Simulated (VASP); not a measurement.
Here is a VASP 6.6.1 calculation.

Contents of POSCAR:

```
CuO
1.0
    2.8795009639      0.0000000000      0.0000000000
    0.0390727580      2.8792794796      0.0000000000
    0.0174953863      0.0172449008      5.1763391994
Cu O
2 2
Direct
    0.5000000000      0.0000000000      0.5000000000
    0.0000000000      0.5000000000      0.0000000000
    0.0015760300      0.9983282200      0.2501129000
    0.9984239700      0.0016717800      0.7498871000
```

INCAR.step1

```
SYSTEM = CuO
  PREC = Accurate
  ENCUT = 520
  ISMEAR = 0
  SIGMA = 0.1
  LREAL = .FALSE.
  LASPH = .TRUE.
  NELM = 150
  ISPIN = 2
  MAGMOM = -0.61 0.61 0 0
  LMAXMIX = 4
  NBANDS = 29
  GGA = PE
  ALGO = Normal
  EDIFF = 1E-4
  LWAVE = .TRUE.
  LCHARG = .FALSE.
```

File INCAR.step2:

```
SYSTEM = CuO
  PREC = Accurate
  ENCUT = 520
  EDIFF = 1E-6
  ISMEAR = 0
  SIGMA = 0.1
  LREAL = .FALSE.
  LASPH = .TRUE.
  NELM = 150
  ALGO = Normal
  ISIF = 2
  LWAVE = .FALSE.
  LCHARG = .FALSE.
  ISPIN = 2
  MAGMOM = -0.61 0.61 0 0
  LORBIT = 11
  LMAXMIX = 4
  METAGGA = R2SCAN
  LMIXTAU = .TRUE.
  NBANDS = 29
  ISTART = 1
```

KPOINTS

```
Automatic mesh
0
G
  1 1 1
  0 0 0
```

Potentials or basis: VASP PAW PBE potentials, release 64 (Cu, O).

Command:

```sh
$ cat potpaw_PBE.64/Cu/POTCAR potpaw_PBE.64/O/POTCAR > POTCAR
$ cp INCAR.step1 INCAR
$ mpirun -np 1 vasp_gam > vasp.out
$ cp INCAR.step2 INCAR
$ mpirun -np 1 vasp_gam > vasp.out
```

Problem. What does it give for the band gap on the k mesh?

Solution. 1.60 eV.

Problem. Predict the pressure.

Solution. -2.4 GPa.

Problem. Estimate the site moments.

Solution. Cu -0.40, +0.40; O +0.00 μB.

Problem. Estimate the largest force.

Solution. 0.026 eV/Å.

Forces on the atoms (eV/Å):
```
Cu   0.000  0.000  0.000
Cu   0.000  0.000  0.000
O   -0.015  0.015 -0.015
O    0.015 -0.015  0.015
```

Caveat: the k points lie up to 2.18 Å⁻¹ apart; the PAW data sets were made with another functional, which shifts forces and pressure a little. r2SCAN opens gaps a little over a GGA but as a rule still falls short of measured ones.
